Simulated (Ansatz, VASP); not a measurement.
One calculation of BP, two programs

File POSCAR:

```
BP
1.0
    0.0000000000      2.2690000000      2.2690000000
    2.2690000000      0.0000000000      2.2690000000
    2.2690000000      2.2690000000      0.0000000000
P B
1 1
Direct
    0.7500000000      0.7500000000      0.7500000000
    0.0000000000      0.0000000000      0.0000000000
```

The input INCAR.step1:

```
SYSTEM = BP
ALGO = Normal
EDIFF = 1E-5
ENCUT = 520
GGA = PE
ISIF = 2
ISMEAR = -1
LASPH = .TRUE.
LREAL = .FALSE.
LWAVE = .TRUE.
NBANDS = 11
NELM = 100
PREC = Accurate
SIGMA = 0.05
```

INCAR.step2

```
SYSTEM = BP
AEXX = 1.0
AGGAC = 0.0
ALDAC = 0.0
ALGO = Normal
EDIFF = 1E-7
ENCUT = 520
GGA = PE
ISIF = 2
ISMEAR = -1
ISTART = 1
LASPH = .TRUE.
LCHARG = .TRUE.
LELF = .TRUE.
LHFCALC = .TRUE.
LREAL = .FALSE.
LVHAR = .TRUE.
LWAVE = .FALSE.
NBANDS = 11
NELM = 100
PREC = Accurate
PRECFOCK = Normal
SIGMA = 0.05
```

KPOINTS

```
k-points
0
G
  5 5 5
  0 0 0
```

The input input.yaml:

```yaml
crystal:
  lattice:
    - [0.0, 2.269, 2.269]
    - [2.269, 0.0, 2.269]
    - [2.269, 2.269, 0.0]
  atoms:
    - { symbol: P, position: [0.75, 0.75, 0.75] }
    - { symbol: B, position: [0.0, 0.0, 0.0] }
hamiltonian:
  xc: hf
  pseudopotentials: { kind: paw }
kpoints:
  mp_grid: { grid: [5, 5, 5] }
scf:
  occupations: { method: fermi_dirac, width: 0.05 }
output:
  forces: true
  stress: true
  eigenvalues: true
```

Alike in both runs: task single point; functional HF; k mesh 5 × 5 × 5; occupations fermi-dirac, width 0.05 eV; no spin polarisation.

|  | VASP | Ansatz |
| --- | --- | --- |
| version | VASP 6.6.1 | Ansatz 0.2.0 |
| potentials or method | VASP PAW PBE potentials, release 64 (P, B) | Ansatz PAW |
| plane-wave cutoff (eV) | 520 | 420 |
| valence electrons in the cell | 8 | 8 |

VASP gave:

```
gap on the k mesh at the Fermi level (eV) : 8.07
least direct gap on the mesh (eV)         : 10.95
pressure (GPa)                            : 3.8
```

Task: Estimate Ansatz's values.

Result: gap on the k mesh at the Fermi level (eV): 7.92; least direct gap on the mesh (eV): 10.79; pressure (GPa): 5.9.

VASP's potentials were made for PBE, not for HF.

The k mesh is coarse, so the values compare programs but aren't converged. Noted on Ansatz's run: odd divisions of the mesh miss points on the zone boundary, where band edges often lie, so the gap on the mesh can be too wide.
